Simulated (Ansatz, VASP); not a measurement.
# One calculation of NbSi, two programs

```
Nb Si
1.0
     0.00000    2.62413    2.62413
     2.62413    0.00000    2.62413
     2.62413    2.62413    0.00000
Nb Si
1 1
Direct
  0.00000 0.00000 0.00000
  0.50000 0.50000 0.50000
```

Change from the starting cell: volume scaled by 1.06.

Alike in both runs: task single point; functional PBE; k mesh 14 × 14 × 14; occupations fermi-dirac, width 0.05 eV; no spin polarisation.

|  | VASP | Ansatz |
| --- | --- | --- |
| version | VASP 6.6.1 | Ansatz 0.2.0 |
| potentials or method | VASP PAW PBE potentials, release 64 (Nb_sv, Si), cutoff 520 eV | all-electron LAPW, scalar-relativistic |

Ansatz gave:

| Property | Result |
| --- | --- |
| pressure (GPa) | -7.8 |

Task: Which values does VASP return?

Result: Pressure (GPa): -7.9.

Ansatz ran all-electron here, and VASP with PAW potentials.
